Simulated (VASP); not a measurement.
# Sc (I4/mmm) in VASP: further runs

Runs on Sc. Level: PBEsol. Tasks: single point.

Everything below comes from runs of VASP 6.6.1. Logs are shortened: lines on timing, memory, paths and dates and some standing lists are left out, and cuts for length are marked.

### Step 1. The cell of the first run

It takes space group I4/mmm (No. 139, tetragonal). The conventional cell has a = 3.390 Å, b = 3.390 Å, c = 4.075 Å, α = 90.00°, β = 90.00°, γ = 90.00°. Sc (site symmetry 4/mmm) has 14 Sc at 3.15 to 4.07 Å within 4.1 Å.

### Step 2. Single point, PBEsol

INCAR reads:

```
  PREC = Accurate
  ENCUT = 520
  EDIFF = 1E-6
  ISMEAR = 0
  SIGMA = 0.15
  LREAL = F
  LASPH = T
  NELM = 80
  ALGO = Fast
  ISIF = 2
  LWAVE = F
  LCHARG = F
  GGA = PS
  NBANDS = 12
```

KPOINTS reads:

```
regular mesh
0
Gamma
  20 20 20
```

POSCAR reads:

```
Sc
1.0
    0.0000000000      2.3968923594      2.0373585055
    2.3968923594      0.0000000000      2.0373585055
    2.3968923594      2.3968923594      0.0000000000
Sc
1
Direct
    0.0000000000      0.0000000000      0.0000000000
```

Potentials or basis: VASP PAW PBE potentials, release 64 (Sc_sv).

The run is started by

```console
$ cat potpaw_PBE.64/Sc_sv/POTCAR > POTCAR
$ mpirun -np 1 vasp_std > vasp.out
```

OUTCAR:

```text
PREC = Accurate
   ENCUT = 520
   EDIFF = 1E-6
   ISMEAR = 0
   LREAL = F
   LASPH = T
   NELM = 80
   ISIF = 2
   GGA = PS

 ion  position               nearest neighbor table
   1  0.000  0.000  0.000-

  LATTYP: Found a body centered tetragonal cell.
 ALAT       =     3.3897176822
 C/A-ratio  =     1.2020815280

  Lattice vectors:

 A1 = (   0.0000000000,  -2.3968923594,  -2.0373585055)
 A2 = (   0.0000000000,   2.3968923594,  -2.0373585055)
 A3 = (   2.3968923594,   0.0000000000,   2.0373585055)

Analysis of symmetry for initial positions (statically):
=====================================================================
 Subroutine PRICEL returns:
 Original cell was already a primitive cell.

 Routine SETGRP: Setting up the symmetry group for a
 body centered tetragonal supercell.

 Subroutine GETGRP returns: Found 16 space group operations
 (whereof 16 operations were pure point group operations)
 out of a pool of 16 trial point group operations.

The static configuration has the point symmetry D_4h.

Analysis of symmetry for dynamics (positions and initial velocities):
=====================================================================
 Subroutine PRICEL returns:
 Original cell was already a primitive cell.

 Routine SETGRP: Setting up the symmetry group for a
 body centered tetragonal supercell.

 Subroutine GETGRP returns: Found 16 space group operations
 (whereof 16 operations were pure point group operations)
 out of a pool of 16 trial point group operations.

The dynamic configuration has the point symmetry D_4h.

 Subroutine INISYM returns: Found 16 space group operations
 (whereof 16 operations are pure point group operations),
 and found     1 'primitive' translations

----------------------------------------------------------------------------------------

                                     Primitive cell

  volume of cell :      23.4096

  direct lattice vectors                    reciprocal lattice vectors
     0.000000000  2.396892359  2.037358505    -0.208603444  0.208603444  0.245415816
     2.396892359  0.000000000  2.037358505     0.208603444 -0.208603444  0.245415816
     2.396892359  2.396892359  0.000000000     0.208603444  0.208603444 -0.245415816

  length of vectors
     3.145778546  3.145778546  3.389717682     0.383744337  0.383744337  0.383744337

  position of ions in fractional coordinates (direct lattice)
     0.000000000  0.000000000  0.000000000

  ion indices of the primitive-cell ions
   primitive index   ion index
[... 81 lines left out ...]
   POTIM  = 0.5000    time-step for ionic-motion
   TEBEG  =    0.0;   TEEND  =   0.0 temperature during run
   PSTRESS=    0.0 pullay stress
   NELECT =      11.0000    total number of electrons
   NUPDOWN=      -1.0000    fix difference up-down
   EMIN   =  10.00;   EMAX   =-10.00  energy-range for DOS
   EFERMI =   0.00;   METHOD = LEGACY
   ISMEAR =     0;   SIGMA  =   0.15  broadening in eV -4-tet -1-fermi 0-gaus
   EFERMI_NEDOS =   21; number of points for ismear=-14 and -15
   IALGO  =     68    algorithm
   IMIX   =      4    mixing-type and parameters
     AMIX     =   0.40;   BMIX     =  1.00
     AMIX_MAG =   1.60;   BMIX_MAG =  1.00
  volume/ion in A,a.u.               =      23.41       157.98
  Fermi-wavevector in a.u.,A,eV,Ry     =   1.272744  2.405136 22.039751  1.619876
  Thomas-Fermi vector in A             =   2.405605
   LORBIT       =      0    0 simple, 1 ext, 2 COOP (PROOUT), +10 PAW based schemes
   GGA     = PS    functional components
   LHFCALC =     F    Hartree Fock is set to
   AEXX    =    0.0000 exact exchange contribution
   IVDW    =     0    specifies the selected vdW correction
   LEPSILON=     F    determine dielectric tensor
   LRPA    =     F    only Hartree local field effects (RPA)
 non-spin polarized calculation
 RMM-DIIS sequential band-by-band and
 Gauss-broadening in eV      SIGMA  =   0.15
  energy-cutoff  :      520.00
  volume of cell :       23.41
 maximum number of plane-waves:       644
   NGX = 11   NGY = 11   NGZ = 13

 number of electron      10.9999999 magnetization

 Free energy of the ion-electron system (eV)
  ---------------------------------------------------
  ext. energy  EPLUGINS =         0.00000000
  ---------------------------------------------------
  free energy    TOTEN  =        -6.54018107 eV

  energy without entropy =       -6.51731671  energy(sigma->0) =       -6.52874889

 E-fermi :   3.9619     XC(G=0): -10.2007

 val. band max:        3.9603354073   @ k =  -0.4500   0.1500   0.0500
 cond. band min:       3.9645315532   @ k =  -0.2500   0.1000   0.3500
 fundamental gap:      0.0041961460
 Fermi energy:         3.9618885107

 k-point     1 :       0.0000    0.0000    0.0000
  band No.  band energies     occupation
      1     -45.1723      2.00000
      2     -23.6397      2.00000
      3     -23.6387      2.00000
      4     -23.6387      2.00000
      5      -1.3498      2.00000
      6       5.3652      0.00000
      7       5.3652      0.00000
      8       6.3086      0.00000
      9       6.3571      0.00000
     10       7.4183      0.00000
     11      17.1156      0.00000
     12      19.3956      0.00000
[... 331 lines left out ...]
 k-point    24 :      -0.3500    0.0500    0.0000
  band No.  band energies     occupation
      1     -45.1079      2.00000
      2     -24.0316      2.00000
      3     -23.7301      2.00000
      4     -23.6652      2.00000
      5       1.4118      2.00000
      6       4.3409      0.00035
      7       5.0585      0.00000
      8       6.1538      0.00000
      9       7.5967      0.00000
     10       7.6386      0.00000
     11      12.6926      0.00000
     12      16.3800      0.00000

 [... further k-points ...]

------------------------ aborting loop because EDIFF is reached ----------------------------------------

  FORCE on cell =-STRESS in cart. coord.  units (eV):
  Direction    XX          YY          ZZ          XY          YZ          ZX
  --------------------------------------------------------------------------------------
  -------------------------------------------------------------------------------------
  Total       -0.0695780     -0.0695780      0.3751790      0.0000000     -0.0000000     -0.0000000
  in kB       -4.7619840     -4.7619840     25.6776076      0.0000000     -0.0000000     -0.0000000
  external PRESSURE =       5.3845465 kB  Pullay stress =       0.0000000 kB

 VOLUME and BASIS-vectors are now :
 -----------------------------------------------------------------------------
  energy-cutoff  :      520.00
  volume of cell :       23.41
      direct lattice vectors                 reciprocal lattice vectors
     0.000000000  2.396892359  2.037358505    -0.208603444  0.208603444  0.245415816
     2.396892359  0.000000000  2.037358505     0.208603444 -0.208603444  0.245415816
     2.396892359  2.396892359  0.000000000     0.208603444  0.208603444 -0.245415816

 POSITION                                       TOTAL-FORCE (eV/Angst)
 -----------------------------------------------------------------------------------
      0.00000      0.00000      0.00000         0.000000      0.000000      0.000000
 -----------------------------------------------------------------------------------
    total drift:                               -0.000000     -0.000000     -0.000000

  FREE ENERGIE OF THE ION-ELECTRON SYSTEM (eV)
  ---------------------------------------------------
  free  energy   TOTEN  =        -6.5401810674 eV

  energy  without entropy=       -6.5173167088  energy(sigma->0) =       -6.52874889
```

stdout:

```text
POSCAR found type information on POSCAR Sc
 POSCAR found :  1 types and       1 ions
 scaLAPACK will be used
 -----------------------------------------------------------------------------
|                                                                             |
|                                                                             |
|     You enforced a specific xc type in the INCAR file but a different       |
|     I HOPE YOU KNOW WHAT YOU ARE DOING!                                     |
|                                                                             |
 -----------------------------------------------------------------------------

 LDA part: xc-table for (Slater+PW92), standard interpolation
 POSCAR, INCAR and KPOINTS ok, starting setup
 FFT: planning ... GRIDC
 FFT: planning ... GRID_SOFT
 FFT: planning ... GRID
 WAVECAR not read
 entering main loop
```

Wall time 5 min (1 thread of AMD EPYC 7R43 (Zen 3), shared host); peak memory 0.24 GiB.

What came out:

```
Free energy : -6.5402 eV
Pressure    : 0.5 GPa
```

Stress tensor (GPa, compression positive):
```
-0.48  0.00  0.00
 0.00 -0.48  0.00
 0.00  0.00  2.57
```

Levels at points of the mesh, in eV from the Fermi level:
```
           k point  band 2  band 3  band 4  band 5  band 6  band 7  band 8  band 9
(0.00, 0.00, 0.00)  -27.60  -27.60  -27.60   -5.31    1.40    1.40    2.35    2.40
(0.50, 0.00, 0.00)  -28.08  -27.71  -27.62   -1.85    0.38    0.88    2.21    3.73
(0.50, 0.50, 0.00)  -28.03  -27.85  -27.85   -1.50   -1.00    3.92    4.06    4.30
(0.50, 0.00, 0.50)  -28.06  -27.78  -27.67   -1.74   -0.44    1.33    3.83    3.89
```

Caveat: the PAW data sets were made with another functional, which shifts forces and pressure a little.

### Step 3. Single point, PBEsol

This run uses another cell than the first one, of the same volume but with other edges.

INCAR reads:

```
PREC = Accurate ; ENCUT = 520
EDIFF = 1E-6 ; ISMEAR = 0
SIGMA = 0.15 ; LREAL = F
LASPH = T ; NELM = 60
ALGO = Fast ; ISIF = 2
LWAVE = F ; LCHARG = F
GGA = PS ; NBANDS = 12
```

KPOINTS reads:

```
Automatic mesh
0
Gamma
  20 20 20
```

POSCAR reads:

```
Sc
1.0
    0.0000000000      2.1366223036      2.5639467643
    2.1366223036      0.0000000000      2.5639467643
    2.1366223036      2.1366223036      0.0000000000
Sc
1
Direct
    0.0000000000      0.0000000000      0.0000000000
```

Potentials or basis: VASP PAW PBE potentials, release 64 (Sc_sv).

The run is started by

```console
$ cat potpaw_PBE.64/Sc_sv/POTCAR > POTCAR
$ mpirun -np 1 vasp_std > vasp.out
```

Run time: 5.9 min. Hardware: 1 thread of AMD EPYC 7R43 (Zen 3), shared host; peak memory 0.25 GiB.

It converged, with:

| Item | Value |
| --- | --- |
| Free energy | -6.5115 eV |
| Pressure | 0.3 GPa |

Stress tensor (GPa, compression positive):
```
 2.61  0.00  0.00
 0.00  2.61  0.00
 0.00  0.00 -4.40
```

Levels at points of the mesh, in eV from the Fermi level:
```
           k point  band 3  band 4  band 5  band 6  band 7  band 8
(0.00, 0.00, 0.00)  -27.59  -27.59   -5.27    0.81    2.14    2.20
(0.50, 0.00, 0.00)  -27.69  -27.59   -1.80    0.43    0.89    2.17
(0.50, 0.50, 0.00)  -27.68  -27.68   -1.85   -0.53    0.56    4.18
(0.50, 0.00, 0.50)  -27.93  -27.68   -1.59   -0.65    3.11    3.68
```

Caveat: the PAW data sets were made with another functional, which shifts forces and pressure a little.

### Step 4. Single point, PBEsol

This run uses another cell than the first one, of the same volume but with other edges.

INCAR reads:

```
SYSTEM = Sc
  ALGO = Fast
  EDIFF = 1E-7
  ENCUT = 520
  GGA = PS
  ISIF = 2
  ISMEAR = 0
  LASPH = .True.
  LCHARG = .False.
  LREAL = .False.
  LWAVE = .False.
  NBANDS = 12
  NELM = 60
  PREC = Accurate
  SIGMA = 0.15
```

KPOINTS reads:

```
k-points
0
Gamma
  20 20 20
  0 0 0
```

POSCAR reads:

```
Sc
1.0
    0.0000000000      2.4665502751      1.9239092146
    2.4665502751      0.0000000000      1.9239092146
    2.4665502751      2.4665502751      0.0000000000
Sc
1
Direct
    0.0000000000      0.0000000000      0.0000000000
```

Potentials or basis: VASP PAW PBE potentials, release 64 (Sc_sv).

The run is started by

```console
$ cat potpaw_PBE.64/Sc_sv/POTCAR > POTCAR
$ mpirun -np 1 vasp_std > vasp.out
```

OUTCAR:

```text
SYSTEM = Sc
   EDIFF = 1E-7
   ENCUT = 520
   GGA = PS
   ISIF = 2
   ISMEAR = 0
   LASPH = .True.
   LREAL = .False.
   NELM = 60
   PREC = Accurate

 ion  position               nearest neighbor table
   1  0.000  0.000  0.000-

  LATTYP: Found a body centered tetragonal cell.
 ALAT       =     3.4882288513
 C/A-ratio  =     1.1030865787

  Lattice vectors:

 A1 = (   0.0000000000,  -2.4665502751,  -1.9239092146)
 A2 = (   0.0000000000,   2.4665502751,  -1.9239092146)
 A3 = (   2.4665502751,   0.0000000000,   1.9239092146)

Analysis of symmetry for initial positions (statically):
=====================================================================
 Subroutine PRICEL returns:
 Original cell was already a primitive cell.

 Routine SETGRP: Setting up the symmetry group for a
 body centered tetragonal supercell.

 Subroutine GETGRP returns: Found 16 space group operations
 (whereof 16 operations were pure point group operations)
 out of a pool of 16 trial point group operations.

The static configuration has the point symmetry D_4h.

Analysis of symmetry for dynamics (positions and initial velocities):
=====================================================================
 Subroutine PRICEL returns:
 Original cell was already a primitive cell.

 Routine SETGRP: Setting up the symmetry group for a
 body centered tetragonal supercell.

 Subroutine GETGRP returns: Found 16 space group operations
 (whereof 16 operations were pure point group operations)
 out of a pool of 16 trial point group operations.

The dynamic configuration has the point symmetry D_4h.

 Subroutine INISYM returns: Found 16 space group operations
 (whereof 16 operations are pure point group operations),
 and found     1 'primitive' translations

----------------------------------------------------------------------------------------

[... 115 lines left out ...]
   GGA     = PS    functional components
   LHFCALC =     F    Hartree Fock is set to
   AEXX    =    0.0000 exact exchange contribution
   IVDW    =     0    specifies the selected vdW correction
   LEPSILON=     F    determine dielectric tensor
   LRPA    =     F    only Hartree local field effects (RPA)
 non-spin polarized calculation
 RMM-DIIS sequential band-by-band and
 Gauss-broadening in eV      SIGMA  =   0.15
  energy-cutoff  :      520.00
  volume of cell :       23.41
 maximum number of plane-waves:       656
   NGX = 11   NGY = 11   NGZ = 13

 number of electron      11.0000001 magnetization

 Free energy of the ion-electron system (eV)
  ---------------------------------------------------
  ext. energy  EPLUGINS =         0.00000000
  ---------------------------------------------------
  free energy    TOTEN  =        -6.51565525 eV

  energy without entropy =       -6.48851325  energy(sigma->0) =       -6.50208425

 E-fermi :   3.9855     XC(G=0): -10.2032

 val. band max:        3.9851148288   @ k =  -0.2500   0.0500   0.2500
 cond. band min:       3.9869697685   @ k =  -0.3000   0.1000   0.4000
 fundamental gap:      0.0018549396
 Fermi energy:         3.9854943414

 k-point     1 :       0.0000    0.0000    0.0000
  band No.  band energies     occupation
      1     -45.2079      2.00000
      2     -23.6729      2.00000
      3     -23.6708      2.00000
      4     -23.6708      2.00000
      5      -1.3482      2.00000
      6       5.3743      0.00000
      7       5.3743      0.00000
      8       5.9532      0.00000
      9       6.6630      0.00000
     10       7.3323      0.00000
     11      17.6154      0.00000
     12      18.9434      0.00000
[... 331 lines left out ...]
 k-point    24 :      -0.3500    0.0500    0.0000
  band No.  band energies     occupation
      1     -45.1429      2.00000
      2     -24.0592      2.00000
      3     -23.7807      2.00000
      4     -23.6851      2.00000
      5       1.4028      2.00000
      6       4.3794      0.00020
      7       4.7875      0.00000
      8       6.4742      0.00000
      9       7.4883      0.00000
     10       7.6166      0.00000
     11      12.9069      0.00000
     12      16.1055      0.00000

 [... further k-points ...]

------------------------ aborting loop because EDIFF is reached ----------------------------------------

  FORCE on cell =-STRESS in cart. coord.  units (eV):
  Direction    XX          YY          ZZ          XY          YZ          ZX
  --------------------------------------------------------------------------------------
  -------------------------------------------------------------------------------------
  Total        0.0115101      0.0115101      0.3585792      0.0000000      0.0000000      0.0000000
  in kB        0.7877624      0.7877624     24.5415033      0.0000000      0.0000000      0.0000000
  external PRESSURE =       8.7056760 kB  Pullay stress =       0.0000000 kB

 VOLUME and BASIS-vectors are now :
 -----------------------------------------------------------------------------
  energy-cutoff  :      520.00
  volume of cell :       23.41
      direct lattice vectors                 reciprocal lattice vectors
     0.000000000  2.466550275  1.923909215    -0.202712268  0.202712268  0.259887523
     2.466550275  0.000000000  1.923909215     0.202712268 -0.202712268  0.259887523
     2.466550275  2.466550275  0.000000000     0.202712268  0.202712268 -0.259887523

 POSITION                                       TOTAL-FORCE (eV/Angst)
 -----------------------------------------------------------------------------------
      0.00000      0.00000      0.00000        -0.000000     -0.000000     -0.000000
 -----------------------------------------------------------------------------------
    total drift:                               -0.000000     -0.000000     -0.000000

  FREE ENERGIE OF THE ION-ELECTRON SYSTEM (eV)
  ---------------------------------------------------
  free  energy   TOTEN  =        -6.5156552486 eV

  energy  without entropy=       -6.4885132509  energy(sigma->0) =       -6.50208425
```

It took 5.3 min on 1 thread of AMD EPYC 7R43 (Zen 3), shared host; peak memory 0.24 GiB.

What came out:

```
Free energy : -6.5157 eV
Pressure    : 0.9 GPa
```

Stress tensor (GPa, compression positive):
```
0.08 0.00 0.00
0.00 0.08 0.00
0.00 0.00 2.45
```

Levels at points of the mesh, in eV from the Fermi level:
```
           k point  band 3  band 4  band 5  band 6  band 7  band 8
(0.00, 0.00, 0.00)  -27.66  -27.66   -5.33    1.39    1.39    1.97
(0.50, 0.00, 0.00)  -27.79  -27.66   -1.87    0.44    0.56    2.61
(0.50, 0.50, 0.00)  -27.95  -27.95   -1.44   -1.18    4.07    4.21
(0.50, 0.00, 0.50)  -27.83  -27.69   -1.81   -0.17    0.95    3.49
```

Caveat: the PAW data sets were made with another functional, which shifts forces and pressure a little.

### Step 5. Single point, PBEsol

This run uses another cell than the first one, of the same volume but with other edges.

INCAR reads:

```
SYSTEM = Sc
PREC = Accurate
ENCUT = 520
EDIFF = 1E-6
ISMEAR = 0
SIGMA = 0.15
LREAL = .False.
LASPH = .True.
NELM = 100
ALGO = Fast
ISIF = 2
LWAVE = .False.
LCHARG = .False.
GGA = PS
NBANDS = 12
```

KPOINTS reads:

```
Automatic mesh
0
Gamma
  20 20 20
  0 0 0
```

POSCAR reads:

```
Sc
1.0
    0.0000000000      2.0803690726      2.7044797944
    2.0803690726      0.0000000000      2.7044797944
    2.0803690726      2.0803690726      0.0000000000
Sc
1
Direct
    0.0000000000      0.0000000000      0.0000000000
```

The run is started by

```console
$ cat potpaw_PBE.64/Sc_sv/POTCAR > POTCAR
$ mpirun -np 1 vasp_std > vasp.out
```

Wall time 5.7 min (1 thread of AMD EPYC 7R43 (Zen 3), shared host); peak memory 0.25 GiB.

The run converged. Its results:

```
Free energy : -6.4431 eV
Pressure    : 0.2 GPa
```

Stress tensor (GPa, compression positive):
```
 3.76  0.00  0.00
 0.00  3.76  0.00
 0.00  0.00 -6.81
```

Levels at points of the mesh, in eV from the Fermi level:
```
           k point  band 3  band 4  band 5  band 6  band 7  band 8
(0.00, 0.00, 0.00)  -27.60  -27.60   -5.22    0.46    1.62    2.50
(0.50, 0.00, 0.00)  -27.71  -27.58   -1.74    0.54    0.65    2.38
(0.50, 0.50, 0.00)  -27.66  -27.66   -1.97   -0.51    0.06    4.19
(0.50, 0.00, 0.50)  -28.05  -27.67   -1.62   -0.52    3.30    3.64
```

Caveat: the PAW data sets were made with another functional, which shifts forces and pressure a little.

[end of part 1 of 2]
